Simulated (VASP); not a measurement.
# Hf (P6_3/mmc) in VASP: further runs

The runs below take Hf through single point, with PBE.

All numbers are computed with VASP 6.6.1; they aren't measurements. Logs are shortened: lines on timing, memory, paths and dates and some standing lists are left out, and cuts for length are marked.

### Step 1. The cell of the first run

It takes space group P6_3/mmc (No. 194, hexagonal). The conventional cell has a = 2.837 Å, b = 2.837 Å, c = 5.058 Å, α = 90.00°, β = 90.00°, γ = 120.00°. Within 3.7 Å of Hf (site symmetry -6m2) lie 12 Hf at 2.84 to 3.01 Å.

### Step 2. Single point, PBE (strain -0.1125 x Voigt [1, 1, 0, 0, 0, 0])

INCAR

```
SYSTEM = Hf
PREC     = Accurate       ! precision mode
ENCUT    = 520            ! plane-wave cutoff, eV
EDIFF    = 1E-6           ! SCF threshold, eV
ISMEAR   = 0              ! smearing method
SIGMA    = 0.15           ! smearing width, eV
LREAL    = .FALSE.        ! projectors in reciprocal space
LASPH    = .TRUE.         ! aspherical terms in the spheres
NELM     = 80             ! most SCF steps
ALGO     = Fast           ! electronic algorithm
ISIF     = 2              ! what is computed and relaxed
LWAVE    = .FALSE.        ! write WAVECAR
LCHARG   = .TRUE.         ! write CHGCAR
GGA      = PE             ! functional
LELF     = .TRUE.         ! ELF
LVHAR    = .TRUE.       
NBANDS   = 17             ! bands
```

KPOINTS

```
Automatic mesh
0
G
  18 18 10
  0 0 0
```

POSCAR

```
Hf
1.0
    2.8370699402      0.0000000000      0.0000000000
   -1.4185349701      2.4569746406      0.0000000000
    0.0000000000      0.0000000000      5.0578000000
Hf
2
Direct
    0.3333333333      0.6666666667      0.2500000000
    0.6666666667      0.3333333333      0.7500000000
```

Potentials or basis: VASP PAW PBE potentials, release 64 (Hf_pv).

Command:

```console
$ cat potpaw_PBE.64/Hf_pv/POTCAR > POTCAR
$ mpirun -np 1 vasp_std > vasp.out
```

OUTCAR:

```text
SYSTEM = Hf
   PREC = Accurate
   ENCUT = 520
   EDIFF = 1E-6
   ISMEAR = 0
   LREAL = .FALSE.
   LASPH = .TRUE.
   NELM = 80
   ISIF = 2
   GGA = PE

 ion  position               nearest neighbor table
   1  0.333  0.667  0.250-   2 3.01   2 3.01   2 3.01   2 3.01   2 3.01   2 3.01
   2  0.667  0.333  0.750-   1 3.01   1 3.01   1 3.01   1 3.01   1 3.01   1 3.01

  LATTYP: Found a hexagonal cell.
 ALAT       =     2.8370699402
 C/A-ratio  =     1.7827547810

  Lattice vectors:

 A1 = (   2.8370699402,   0.0000000000,   0.0000000000)
 A2 = (  -1.4185349701,   2.4569746406,   0.0000000000)
 A3 = (   0.0000000000,   0.0000000000,   5.0578000000)

Analysis of symmetry for initial positions (statically):
=====================================================================
 Subroutine PRICEL returns:
 Original cell was already a primitive cell.

 Routine SETGRP: Setting up the symmetry group for a
 hexagonal supercell.

 Subroutine GETGRP returns: Found 24 space group operations
 (whereof 12 operations were pure point group operations)
 out of a pool of 24 trial point group operations.

The static configuration has the point symmetry D_3d.
 The point group associated with its full space group is D_6h.

Analysis of symmetry for dynamics (positions and initial velocities):
=====================================================================
 Subroutine PRICEL returns:
 Original cell was already a primitive cell.

 Routine SETGRP: Setting up the symmetry group for a
 hexagonal supercell.

 Subroutine GETGRP returns: Found 24 space group operations
 (whereof 12 operations were pure point group operations)
 out of a pool of 24 trial point group operations.

The dynamic configuration has the point symmetry D_3d.
 The point group associated with its full space group is D_6h.

 Subroutine INISYM returns: Found 24 space group operations
 (whereof 12 operations are pure point group operations),
 and found     1 'primitive' translations

----------------------------------------------------------------------------------------

                                     Primitive cell

  volume of cell :      35.2559

  direct lattice vectors                    reciprocal lattice vectors
     2.837069940  0.000000000  0.000000000     0.352476330  0.203502304  0.000000000
    -1.418534970  2.456974641  0.000000000     0.000000000  0.407004608  0.000000000
     0.000000000  0.000000000  5.057800000     0.000000000  0.000000000  0.197714421

  length of vectors
     2.837069940  2.837069940  5.057800000     0.407004608  0.407004608  0.197714421

  position of ions in fractional coordinates (direct lattice)
     0.333333333  0.666666667  0.250000000
     0.666666667  0.333333333  0.750000000

  ion indices of the primitive-cell ions
   primitive index   ion index
                 1           1
                 2           2

----------------------------------------------------------------------------------------

 KPOINTS: Automatic mesh

Automatic generation of k-mesh.
 Grid dimensions read from file:
 generate k-points for:   18   18   10

 Generating k-lattice:

  Cartesian coordinates                     Fractional coordinates (reciprocal lattice)
     0.019582018  0.011305684  0.000000000     0.055555556  0.000000000  0.000000000
     0.000000000  0.022611367  0.000000000     0.000000000  0.055555556  0.000000000
     0.000000000  0.000000000  0.019771442     0.000000000  0.000000000  0.100000000

  Length of vectors
     0.022611367  0.022611367  0.019771442

  Shift w.r.t. Gamma in fractional coordinates (k-lattice)
     0.000000000  0.000000000  0.000000000

 Subroutine IBZKPT returns following result:
 ===========================================

 Found    222 irreducible k-points:

 Following reciprocal coordinates:
            Coordinates               Weight
  0.000000  0.000000  0.000000      1.000000
  0.055556  0.000000  0.000000      6.000000
  0.111111  0.000000  0.000000      6.000000
  0.166667  0.000000  0.000000      6.000000
  0.222222 -0.000000  0.000000      6.000000
  0.277778  0.000000  0.000000      6.000000
[... 16 lines left out ...]
  0.333333  0.111111  0.000000     12.000000
  0.388889  0.111111  0.000000     12.000000
 [... further k-points ...]
   k-points           NKPTS =    222   k-points in BZ     NKDIM =    222   number of bands    NBANDS=     17
   number of dos      NEDOS =    301   number of ions     NIONS =      2
   total plane-waves  NPLWV =  23040
   dimension x,y,z NGX =    24 NGY =   24 NGZ =   40
   dimension x,y,z NGXF=    48 NGYF=   48 NGZF=   80
   ions per type =               2
   NGX,Y,Z   is equivalent  to a cutoff of  14.06, 14.06, 13.15 a.u.
   NGXF,Y,Z  is equivalent  to a cutoff of  28.13, 28.13, 26.30 a.u.
 SYSTEM =  Hf
   PREC   = accura    normal or accurate (medium, high low for compatibility)
   ISTART =      0    job   : 0-new  1-cont  2-samecut
   ICHARG =      2    charge: 1-file 2-atom 10-const
   ISPIN  =      1    spin polarized calculation?
   LNONCOLLINEAR =      F non collinear calculations
   LSORBIT =      F    spin-orbit coupling
   LASPH  =      T    aspherical Exc in radial PAW
   ENCUT  =  520.0 eV  38.22 Ry    6.18 a.u.   5.28  5.28  9.40*2*pi/ulx,y,z
   NELM   =     80;   NELMIN=  2; NELMDL= -5     # of ELM steps
   EDIFF  = 0.1E-05   stopping-criterion for ELM
   LREAL  =      F    real-space projection
[... 7 lines left out ...]
   TEBEG  =    0.0;   TEEND  =   0.0 temperature during run
   PSTRESS=    0.0 pullay stress
   NELECT =      20.0000    total number of electrons
   NUPDOWN=      -1.0000    fix difference up-down
   EMIN   =  10.00;   EMAX   =-10.00  energy-range for DOS
   EFERMI =   0.00;   METHOD = LEGACY
   ISMEAR =     0;   SIGMA  =   0.15  broadening in eV -4-tet -1-fermi 0-gaus
   EFERMI_NEDOS =   21; number of points for ismear=-14 and -15
   IALGO  =     68    algorithm
   IMIX   =      4    mixing-type and parameters
     AMIX     =   0.40;   BMIX     =  1.00
     AMIX_MAG =   1.60;   BMIX_MAG =  1.00
  volume/ion in A,a.u.               =      17.63       118.96
  Fermi-wavevector in a.u.,A,eV,Ry     =   1.355212  2.560980 24.988470  1.836601
  Thomas-Fermi vector in A             =   2.482319
   LORBIT       =      0    0 simple, 1 ext, 2 COOP (PROOUT), +10 PAW based schemes
   GGA     = PE    functional components
   LHFCALC =     F    Hartree Fock is set to
   AEXX    =    0.0000 exact exchange contribution
   IVDW    =     0    specifies the selected vdW correction
   LEPSILON=     F    determine dielectric tensor
   LRPA    =     F    only Hartree local field effects (RPA)
 non-spin polarized calculation
 RMM-DIIS sequential band-by-band and
 Gauss-broadening in eV      SIGMA  =   0.15
  energy-cutoff  :      520.00
  volume of cell :       35.26
 maximum number of plane-waves:       968
 NGX is ok and might be reduce to    24
   NGX = 11   NGY = 11   NGZ = 19

 number of electron      19.9999999 magnetization

 Free energy of the ion-electron system (eV)
  ---------------------------------------------------
  ext. energy  EPLUGINS =         0.00000000
  ---------------------------------------------------
  free energy    TOTEN  =       -18.73517755 eV

  energy without entropy =      -18.71500517  energy(sigma->0) =      -18.72509136

 E-fermi :   6.6087     XC(G=0): -12.4108

 val. band max:        6.6061745428   @ k =   0.1111   0.0556   0.0000
 cond. band min:       6.6095116697   @ k =   0.3889   0.1667   0.3000
 fundamental gap:      0.0033371269
 Fermi energy:         6.6087296264

 k-point     1 :       0.0000    0.0000    0.0000
  band No.  band energies     occupation
      1     -24.2003      2.00000
      2     -22.7619      2.00000
      3     -22.6317      2.00000
      4     -22.6317      2.00000
      5     -22.4958      2.00000
      6     -22.4958      2.00000
[... 9 lines left out ...]
     16      11.1092      0.00000
     17      13.7458      0.00000

 k-point     2 :       0.0556    0.0000    0.0000
  band No.  band energies     occupation
      1     -24.1831      2.00000
      2     -22.7635      2.00000
      3     -22.6883      2.00000
      4     -22.6467      2.00000
      5     -22.5542      2.00000
      6     -22.5052      2.00000
[... 9 lines left out ...]
     16      10.9643      0.00000
     17      13.8416      0.00000

 k-point     3 :       0.1111    0.0000    0.0000
  band No.  band energies     occupation
      1     -24.1325      2.00000
      2     -22.8500      2.00000
      3     -22.7691      2.00000
      4     -22.7187      2.00000
      5     -22.6893      2.00000
      6     -22.5329      2.00000
[... 9 lines left out ...]
     16      10.6025      0.00000
     17      14.0283      0.00000

 k-point     4 :       0.1667    0.0000    0.0000
  band No.  band energies     occupation
      1     -24.0519      2.00000
      2     -23.0935      2.00000
      3     -22.9606      2.00000
      4     -22.7802      2.00000
      5     -22.7525      2.00000
      6     -22.5762      2.00000
[... 9 lines left out ...]
     16      10.1469      0.00000
     17      14.2207      0.00000

 k-point     5 :       0.2222   -0.0000    0.0000
  band No.  band energies     occupation
      1     -23.9470      2.00000
      2     -23.3853      2.00000
      3     -23.2427      2.00000
      4     -22.8277      2.00000
      5     -22.7993      2.00000
      6     -22.6302      2.00000
[... 9 lines left out ...]
     16      10.9401      0.00000
     17      14.3553      0.00000

 k-point     6 :       0.2778    0.0000    0.0000
  band No.  band energies     occupation
      1     -23.8254      2.00000
      2     -23.6869      2.00000
      3     -23.5283      2.00000
      4     -22.9054      2.00000
      5     -22.8286      2.00000
      6     -22.6882      2.00000
[... 9 lines left out ...]
     16      11.9843      0.00000
     17      14.4236      0.00000

 k-point     7 :       0.3333    0.0000    0.0000
  band No.  band energies     occupation
      1     -23.9617      2.00000
      2     -23.7854      2.00000
      3     -23.6972      2.00000
      4     -22.9766      2.00000
      5     -22.8693      2.00000
      6     -22.7429      2.00000
[... 9 lines left out ...]
     16      13.1482      0.00000
     17      14.4416      0.00000

 k-point     8 :       0.3889    0.0000    0.0000
  band No.  band energies     occupation
      1     -24.1796      2.00000
      2     -23.9881      2.00000
      3     -23.5756      2.00000
      4     -23.0334      2.00000
      5     -22.9189      2.00000
      6     -22.7874      2.00000
[... 9 lines left out ...]
     16      14.3211      0.00000
     17      14.4332      0.00000
[... 203 lines left out ...]
      1     -24.0056      2.00000
      2     -23.1759      2.00000
      3     -23.1190      2.00000
      4     -22.7879      2.00000
      5     -22.7738      2.00000
      6     -22.6371      2.00000
[... 9 lines left out ...]
     16      10.6115      0.00000
     17      13.9641      0.00000

 k-point    20 :       0.1667    0.1111    0.0000
  band No.  band energies     occupation
      1     -23.9041      2.00000
      2     -23.4218      2.00000
      3     -23.3618      2.00000
      4     -22.8654      2.00000
      5     -22.8084      2.00000
      6     -22.7134      2.00000
[... 9 lines left out ...]
     16      11.6017      0.00000
     17      13.9169      0.00000

 k-point    21 :       0.2222    0.1111    0.0000
  band No.  band energies     occupation
      1     -23.7862      2.00000
      2     -23.6924      2.00000
      3     -23.5904      2.00000
      4     -22.9695      2.00000
      5     -22.8393      2.00000
      6     -22.7901      2.00000
[... 9 lines left out ...]
     16      12.7746      0.00000
     17      13.8663      0.00000

 k-point    22 :       0.2778    0.1111    0.0000
  band No.  band energies     occupation
      1     -23.9402      2.00000
      2     -23.7965      2.00000
      3     -23.6614      2.00000
      4     -23.0676      2.00000
      5     -22.8816      2.00000
      6     -22.8605      2.00000
[... 9 lines left out ...]
     16      13.8023      0.00000
     17      14.0551      0.00000

 k-point    23 :       0.3333    0.1111    0.0000
  band No.  band energies     occupation
      1     -24.1366      2.00000
      2     -23.9609      2.00000
      3     -23.5420      2.00000
      4     -23.1464      2.00000
      5     -22.9332      2.00000
      6     -22.9172      2.00000
[... 9 lines left out ...]
     16      13.7374      0.00000
     17      15.3392      0.00000

 k-point    24 :       0.3889    0.1111    0.0000
  band No.  band energies     occupation
      1     -24.2620      2.00000
      2     -24.0666      2.00000
      3     -23.4469      2.00000
      4     -23.1971      2.00000
      5     -22.9837      2.00000
      6     -22.9541      2.00000
[... 9 lines left out ...]
     16      14.1031      0.00000
     17      16.4126      0.00000

 [... further k-points ...]
[... 5 lines left out ...]
  --------------------------------------------------------------------------------------
  -------------------------------------------------------------------------------------
  Total        9.4138210      9.4138210      6.0124028      0.0000000      0.0000000     -0.0000000
  in kB      427.8033204    427.8033205    273.2286784      0.0000000      0.0000000     -0.0000000
  external PRESSURE =     376.2784398 kB  Pullay stress =       0.0000000 kB

 VOLUME and BASIS-vectors are now :
 -----------------------------------------------------------------------------
  energy-cutoff  :      520.00
  volume of cell :       35.26
      direct lattice vectors                 reciprocal lattice vectors
     2.837069940  0.000000000  0.000000000     0.352476330  0.203502304  0.000000000
    -1.418534970  2.456974641  0.000000000     0.000000000  0.407004608  0.000000000
     0.000000000  0.000000000  5.057800000     0.000000000  0.000000000  0.197714421

 POSITION                                       TOTAL-FORCE (eV/Angst)
 -----------------------------------------------------------------------------------
     -0.00000      1.63798      1.26445        -0.000000      0.000000      0.000000
      1.41853      0.81899      3.79335         0.000000     -0.000000      0.000000
 -----------------------------------------------------------------------------------
    total drift:                                0.000000     -0.000000      0.000000

  FREE ENERGIE OF THE ION-ELECTRON SYSTEM (eV)
  ---------------------------------------------------
  free  energy   TOTEN  =       -18.7351775459 eV

  energy  without entropy=      -18.7150051697  energy(sigma->0) =      -18.72509136
```

Wall time 70 s (1 thread of Intel Xeon 6975P-C, shared host); peak memory 0.24 GiB.

What came out:

```
Free energy            : -18.7352 eV
Pressure               : 37.6 GPa
Band gap on the k mesh : zero (band 10 reaches 7.37 eV, above the bottom of band 11 at 6.28 eV)
```

Caveat: the cell differs from its parent crystal (strain -0.1125 x Voigt [1, 1, 0, 0, 0, 0]); spin-orbit coupling is left out, which moves the levels of the heavy elements.

### Step 3. Single point, PBE (strain +0.1125 x Voigt [1, 1, 0, 0, 0, 0])

INCAR

```
SYSTEM = Hf
ALGO     = Fast           ! electronic algorithm
EDIFF    = 1E-7           ! SCF threshold, eV
ENCUT    = 520            ! plane-wave cutoff, eV
GGA      = PE             ! functional
ISIF     = 2              ! what is computed and relaxed
ISMEAR   = 0              ! smearing method
LASPH    = .True.         ! aspherical terms in the spheres
LCHARG   = .False.        ! write CHGCAR
LREAL    = .False.        ! projectors in reciprocal space
LWAVE    = .False.        ! write WAVECAR
NBANDS   = 17             ! bands
NELM     = 80             ! most SCF steps
PREC     = Accurate       ! precision mode
SIGMA    = 0.15           ! smearing width, eV
```

KPOINTS

```
k-points
0
Gamma
  18 18 10
  0 0 0
```

POSCAR

```
Hf
1.0
    3.5563271082      0.0000000000      0.0000000000
   -1.7781635541      3.0798696198      0.0000000000
    0.0000000000      0.0000000000      5.0578000000
Hf
2
Direct
    0.3333333333      0.6666666667      0.2500000000
    0.6666666667      0.3333333333      0.7500000000
```

Potentials or basis: VASP PAW PBE potentials, release 64 (Hf_pv).

Command:

```console
$ cat potpaw_PBE.64/Hf_pv/POTCAR > POTCAR
$ mpirun -np 1 vasp_std > vasp.out
```

It took 3.1 min on 1 thread of Intel Xeon 6975P-C, shared host; peak memory 0.31 GiB.

The run converged. Its results:

```
Free energy            : -19.1723 eV
Pressure               : -15.1 GPa
Band gap on the k mesh : zero (band 10 reaches 4.42 eV, above the bottom of band 11 at 3.05 eV)
```

Stress tensor (GPa, compression positive):
```
-17.47   0.00   0.00
  0.00 -17.47   0.00
  0.00   0.00 -10.42
```

Levels at points of the mesh, in eV from the Fermi level:
```
           k point  band 7  band 8  band 9  band 10  band 11  band 12  band 13  band 14
(0.00, 0.00, 0.00)   -6.65   -2.84    0.86     0.86     0.87     1.52     1.52     1.68
(0.50, 0.00, 0.00)   -3.22   -2.12   -1.52    -1.34     0.22     1.03     1.86     3.97
(0.00, 0.00, 0.50)   -4.73   -4.73    0.56     0.56     0.56     0.56     0.61     0.61
(0.50, 0.00, 0.50)   -2.84   -2.84   -0.58    -0.58     0.70     0.70     1.75     1.75
```

Caveat: the cell differs from its parent crystal (strain +0.1125 x Voigt [1, 1, 0, 0, 0, 0]); spin-orbit coupling is left out, which moves the levels of the heavy elements.

### Step 4. Single point, PBE (strain +0.1312 x Voigt [1, 1, 0, 0, 0, 0])

INCAR

```
ALGO = Fast ; EDIFF = 1E-6
ENCUT = 520 ; GGA = PE
ISIF = 2 ; ISMEAR = 0
LASPH = T ; LCHARG = F
LREAL = F ; LWAVE = F
NBANDS = 17 ; NELM = 60
PREC = Accurate ; SIGMA = 0.15
```

KPOINTS

```
k-points
0
Gamma
  18 18 10
```

POSCAR

```
Hf
1.0
    3.6161053706      0.0000000000      0.0000000000
   -1.8080526853      3.1316391137      0.0000000000
    0.0000000000      0.0000000000      5.0578000000
Hf
2
Direct
    0.3333333333      0.6666666667      0.2500000000
    0.6666666667      0.3333333333      0.7500000000
```

Command:

```console
$ cat potpaw_PBE.64/Hf_pv/POTCAR > POTCAR
$ mpirun -np 1 vasp_std > vasp.out
```

Run time: 2.9 min. Hardware: 1 thread of Intel Xeon 6975P-C, shared host; peak memory 0.31 GiB.

Results (log left out):

| Property | Result |
| --- | --- |
| Free energy | -18.9597 eV |
| Pressure | -16.4 GPa |
| Band gap on the k mesh | zero (band 10 reaches 4.18 eV, above the bottom of band 11 at 2.85 eV) |

Stress tensor (GPa, compression positive):
```
-18.76   0.00   0.00
  0.00 -18.76   0.00
  0.00   0.00 -11.54
```

Levels at points of the mesh, in eV from the Fermi level:
| k point | band 8 | band 9 | band 10 | band 11 | band 12 | band 13 |
| --- | --- | --- | --- | --- | --- | --- |
| (0.00, 0.00, 0.00) | -2.71 | 0.82 | 0.82 | 0.92 | 1.38 | 1.38 |
| (0.50, 0.00, 0.00) | -2.03 | -1.43 | -1.38 | 0.16 | 1.04 | 1.88 |
| (0.00, 0.00, 0.50) | -4.62 | 0.49 | 0.49 | 0.49 | 0.49 | 0.67 |
| (0.50, 0.00, 0.50) | -2.76 | -0.55 | -0.55 | 0.68 | 0.68 | 1.63 |

Caveat: the cell differs from its parent crystal (strain +0.1312 x Voigt [1, 1, 0, 0, 0, 0]); spin-orbit coupling is left out, which moves the levels of the heavy elements.

(Continued in part 2 of 2.)
